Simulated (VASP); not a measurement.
# GaSb (Immm) in VASP: a series of runs, part 2 of 2

VASP 6.6.1. Earlier steps stand in the parts before.

## Step 3: Single point, PBE

INCAR reads:

```
SYSTEM = GaSb
PREC = Accurate
ENCUT = 520
EDIFF = 1E-7
ISMEAR = 0
SIGMA = 0.1
LREAL = .False.
LASPH = .True.
NELM = 80
ALGO = Normal
ISIF = 2
LWAVE = .False.
LCHARG = .False.
GGA = PE
NBANDS = 16
```

KPOINTS reads:

```
Automatic mesh
0
Gamma
  16 16 16
  0 0 0
```

POSCAR reads:

```
GaSb
1.0
   -1.6057051624      2.5946308848      2.8827850371
    1.6057051624     -2.5946308848      2.8827850371
    1.6057051624      2.5946308848     -2.8827850371
Ga Sb
1 1
Direct
    0.0000000000      0.0000000000      0.0000000000
    0.5000000000      0.5000000000      0.0000000000
```

Potentials or basis: VASP PAW PBE potentials, release 64 (Ga_d, Sb).

Launch:

```bash
$ cat potpaw_PBE.64/Ga_d/POTCAR potpaw_PBE.64/Sb/POTCAR > POTCAR
$ mpirun -np 1 vasp_std > vasp.out
```

OUTCAR:

```text
SYSTEM = GaSb
   PREC = Accurate
   ENCUT = 520
   EDIFF = 1E-7
   ISMEAR = 0
   LREAL = .False.
   LASPH = .True.
   NELM = 80
   ISIF = 2
   GGA = PE

 ion  position               nearest neighbor table
   1  0.000  0.000  0.000-   2 2.88   2 2.88   2 3.05   2 3.05   2 3.05   2 3.05
   2  0.500  0.500  0.000-   1 2.88   1 2.88   1 3.05   1 3.05   1 3.05   1 3.05

  LATTYP: Found a body centered orthorhombic cell.
 ALAT       =     3.2114103248
 B/A-ratio  =     1.6158825079
 C/A-ratio  =     1.7953389605

  Lattice vectors:

 A1 = (  -1.6057051624,   2.5946308848,   2.8827850371)
 A2 = (   1.6057051624,  -2.5946308848,   2.8827850371)
 A3 = (   1.6057051624,   2.5946308848,  -2.8827850371)

Analysis of symmetry for initial positions (statically):
=====================================================================
 Subroutine PRICEL returns:
 Original cell was already a primitive cell.

 Routine SETGRP: Setting up the symmetry group for a
 body centered orthorhombic supercell.

 Subroutine GETGRP returns: Found  8 space group operations
 (whereof  8 operations were pure point group operations)
 out of a pool of  8 trial point group operations.

The static configuration has the point symmetry D_2h.

Analysis of symmetry for dynamics (positions and initial velocities):
=====================================================================
 Subroutine PRICEL returns:
 Original cell was already a primitive cell.

 Routine SETGRP: Setting up the symmetry group for a
 body centered orthorhombic supercell.

 Subroutine GETGRP returns: Found  8 space group operations
 (whereof  8 operations were pure point group operations)
 out of a pool of  8 trial point group operations.

The dynamic configuration has the point symmetry D_2h.

 Subroutine INISYM returns: Found  8 space group operations
 (whereof  8 operations are pure point group operations),
 and found     1 'primitive' translations

----------------------------------------------------------------------------------------

                                     Primitive cell

  volume of cell :      48.0412

  direct lattice vectors                    reciprocal lattice vectors
    -1.605705162  2.594630885  2.882785037     0.000000000  0.192705638  0.173443387
     1.605705162 -2.594630885  2.882785037     0.311389670  0.000000000  0.173443387
     1.605705162  2.594630885 -2.882785037     0.311389670  0.192705638  0.000000000

  length of vectors
     4.197719389  4.197719389  4.197719389     0.259264481  0.356435316  0.366195288

  position of ions in fractional coordinates (direct lattice)
     0.000000000  0.000000000  0.000000000
     0.500000000  0.500000000  0.000000000

  ion indices of the primitive-cell ions
   primitive index   ion index
                 1           1
                 2           2

----------------------------------------------------------------------------------------

 KPOINTS: Automatic mesh

Automatic generation of k-mesh.
 Grid dimensions read from file:
 generate k-points for:   16   16   16

 Generating k-lattice:

  Cartesian coordinates                     Fractional coordinates (reciprocal lattice)
     0.000000000  0.012044102  0.010840212     0.062500000  0.000000000 -0.000000000
     0.019461854  0.000000000  0.010840212     0.000000000  0.062500000  0.000000000
     0.019461854  0.012044102  0.000000000    -0.000000000  0.000000000  0.062500000

  Length of vectors
     0.016204030  0.022277207  0.022887206

  Shift w.r.t. Gamma in fractional coordinates (k-lattice)
     0.000000000  0.000000000  0.000000000

 Subroutine IBZKPT returns following result:
 ===========================================

 Found    621 irreducible k-points:

 Following reciprocal coordinates:
            Coordinates               Weight
  0.000000  0.000000  0.000000      1.000000
  0.062500  0.000000  0.000000      4.000000
  0.125000  0.000000  0.000000      4.000000
  0.187500  0.000000 -0.000000      4.000000
  0.250000  0.000000  0.000000      4.000000
  0.312500  0.000000 -0.000000      4.000000
[... 16 lines left out ...]
 -0.187500  0.062500  0.000000      8.000000
 -0.125000  0.062500  0.000000      8.000000
 [... further k-points ...]
   k-points           NKPTS =    621   k-points in BZ     NKDIM =    621   number of bands    NBANDS=     16
   number of dos      NEDOS =    301   number of ions     NIONS =      2
   total plane-waves  NPLWV =  32768
   dimension x,y,z NGX =    32 NGY =   32 NGZ =   32
   dimension x,y,z NGXF=    64 NGYF=   64 NGZF=   64
   ions per type =               1   1
   NGX,Y,Z   is equivalent  to a cutoff of  12.67, 12.67, 12.67 a.u.
   NGXF,Y,Z  is equivalent  to a cutoff of  25.35, 25.35, 25.35 a.u.
 SYSTEM =  GaSb
   PREC   = accura    normal or accurate (medium, high low for compatibility)
   ISTART =      0    job   : 0-new  1-cont  2-samecut
   ICHARG =      2    charge: 1-file 2-atom 10-const
   ISPIN  =      1    spin polarized calculation?
   LNONCOLLINEAR =      F non collinear calculations
   LSORBIT =      F    spin-orbit coupling
   LASPH  =      T    aspherical Exc in radial PAW
   ENCUT  =  520.0 eV  38.22 Ry    6.18 a.u.   7.80  7.80  7.80*2*pi/ulx,y,z
   NELM   =     80;   NELMIN=  2; NELMDL= -5     # of ELM steps
   EDIFF  = 0.1E-06   stopping-criterion for ELM
   LREAL  =      F    real-space projection
   EDIFFG = 0.1E-05   stopping-criterion for IOM
   NSW    =      0    number of steps for IOM
   IBRION =     -1    ionic relax: 0-MD 1-quasi-New 2-CG
   NFREE  =      0    steps in history (QN), initial steepest desc. (CG)
   ISIF   =      2    stress and relaxation
   ISYM   =      2    0-nonsym 1-usesym 2-fastsym
   POTIM  = 0.5000    time-step for ionic-motion
   TEBEG  =    0.0;   TEEND  =   0.0 temperature during run
   PSTRESS=    0.0 pullay stress
   NELECT =      18.0000    total number of electrons
   NUPDOWN=      -1.0000    fix difference up-down
   EMIN   =  10.00;   EMAX   =-10.00  energy-range for DOS
   EFERMI =   0.00;   METHOD = LEGACY
   ISMEAR =     0;   SIGMA  =   0.10  broadening in eV -4-tet -1-fermi 0-gaus
   EFERMI_NEDOS =   21; number of points for ismear=-14 and -15
   IALGO  =     38    algorithm
   IMIX   =      4    mixing-type and parameters
     AMIX     =   0.40;   BMIX     =  1.00
     AMIX_MAG =   1.60;   BMIX_MAG =  1.00
  volume/ion in A,a.u.               =      24.02       162.10
  Fermi-wavevector in a.u.,A,eV,Ry     =   1.180215  2.230283 18.951655  1.392907
  Thomas-Fermi vector in A             =   2.316511
   LORBIT       =      0    0 simple, 1 ext, 2 COOP (PROOUT), +10 PAW based schemes
   GGA     = PE    functional components
   LHFCALC =     F    Hartree Fock is set to
   AEXX    =    0.0000 exact exchange contribution
   IVDW    =     0    specifies the selected vdW correction
   LEPSILON=     F    determine dielectric tensor
   LRPA    =     F    only Hartree local field effects (RPA)
 non-spin polarized calculation
 Gauss-broadening in eV      SIGMA  =   0.10
  energy-cutoff  :      520.00
  volume of cell :       48.04
 maximum number of plane-waves:      1316
   NGX = 15   NGY = 15   NGZ = 15

 number of electron      18.0000007 magnetization

 Free energy of the ion-electron system (eV)
  ---------------------------------------------------
  ext. energy  EPLUGINS =         0.00000000
  ---------------------------------------------------
  free energy    TOTEN  =        -6.98584329 eV

  energy without entropy =       -6.98141165  energy(sigma->0) =       -6.98362747

 E-fermi :   6.6023     XC(G=0): -10.2614

 val. band max:        6.5963980907   @ k =   0.0625   0.1875   0.0625
 cond. band min:       6.6049299264   @ k =  -0.2500   0.5000   0.0625
 fundamental gap:      0.0085318357
 Fermi energy:         6.6022708159

 k-point     1 :       0.0000    0.0000    0.0000
  band No.  band energies     occupation
      1      -8.3314      2.00000
      2      -8.2525      2.00000
      3      -8.2502      2.00000
      4      -8.2481      2.00000
      5      -8.2149      2.00000
      6      -5.3492      2.00000
[... 8 lines left out ...]
     15      15.6645      0.00000
     16      16.3641      0.00000
[... 419 lines left out ...]
 k-point    24 :      -0.1250    0.0625    0.0000
  band No.  band energies     occupation
      1      -8.3265      2.00000
      2      -8.2544      2.00000
      3      -8.2505      2.00000
      4      -8.2484      2.00000
      5      -8.2165      2.00000
      6      -5.1991      2.00000
[... 8 lines left out ...]
     15      16.0716      0.00000
     16      16.3028      0.00000

 [... further k-points ...]
[... 5 lines left out ...]
  --------------------------------------------------------------------------------------
  -------------------------------------------------------------------------------------
  Total       -0.0116689      0.0027356      0.0136821     -0.0000000      0.0000000      0.0000000
  in kB       -0.3891603      0.0912332      0.4562998     -0.0000000      0.0000000      0.0000000
  external PRESSURE =       0.0527909 kB  Pullay stress =       0.0000000 kB

 VOLUME and BASIS-vectors are now :
 -----------------------------------------------------------------------------
  energy-cutoff  :      520.00
  volume of cell :       48.04
      direct lattice vectors                 reciprocal lattice vectors
    -1.605705162  2.594630885  2.882785037     0.000000000  0.192705638  0.173443387
     1.605705162 -2.594630885  2.882785037     0.311389670  0.000000000  0.173443387
     1.605705162  2.594630885 -2.882785037     0.311389670  0.192705638  0.000000000

 POSITION                                       TOTAL-FORCE (eV/Angst)
 -----------------------------------------------------------------------------------
      0.00000      0.00000      0.00000         0.000000     -0.000000     -0.000000
      0.00000      0.00000      2.88279        -0.000000      0.000000      0.000000
 -----------------------------------------------------------------------------------
    total drift:                                0.000000      0.000000      0.000000

  FREE ENERGIE OF THE ION-ELECTRON SYSTEM (eV)
  ---------------------------------------------------
  free  energy   TOTEN  =        -6.9858432918 eV

  energy  without entropy=       -6.9814116504  energy(sigma->0) =       -6.98362747
```

OSZICAR:

```text
N       E                     dE             d eps       ncg     rms          rms(c)
DAV:   1     0.786562413681E+02    0.78656E+02   -0.86026E+03 20368   0.147E+03
DAV:   2    -0.125222514479E+01   -0.79908E+02   -0.77038E+02 23264   0.301E+02
DAV:   3    -0.691114449457E+01   -0.56589E+01   -0.56360E+01 23992   0.615E+01
DAV:   4    -0.700240064743E+01   -0.91256E-01   -0.91242E-01 24672   0.864E+00
DAV:   5    -0.700447476203E+01   -0.20741E-02   -0.20741E-02 25864   0.117E+00    0.233E+00
DAV:   6    -0.698804651317E+01    0.16428E-01   -0.37484E-02 26520   0.309E+00    0.131E+00
DAV:   7    -0.698584448080E+01    0.22020E-02   -0.10871E-02 29584   0.112E+00    0.249E-01
DAV:   8    -0.698582754197E+01    0.16939E-04   -0.13465E-03 26128   0.466E-01    0.391E-02
DAV:   9    -0.698584268923E+01   -0.15147E-04   -0.87490E-05 24272   0.742E-02    0.159E-02
DAV:  10    -0.698584382289E+01   -0.11337E-05   -0.51626E-06 26728   0.204E-02    0.256E-03
DAV:  11    -0.698584351831E+01    0.30459E-06   -0.63438E-07 24632   0.686E-03    0.170E-03
DAV:  12    -0.698584329218E+01    0.22612E-06   -0.55885E-08 17144   0.225E-03    0.283E-04
DAV:  13    -0.698584329183E+01    0.35016E-09   -0.10401E-08 14200   0.126E-03
   1 F= -.69858433E+01 E0= -.69836275E+01  d E =-.443164E-02
```

Wall time 4.2 min (1 thread of AMD EPYC 9R45 (Zen 5), shared host); peak memory 0.56 GiB.

What came out:

```yaml
Free_energy: -6.9858 eV
Pressure: 0.0 GPa
Band_gap_on_the_k_mesh: zero (bands 9 and 10 overlap by 5.08 eV)
```

Caveat: spin-orbit coupling is left out, which moves the levels of the heavy elements.
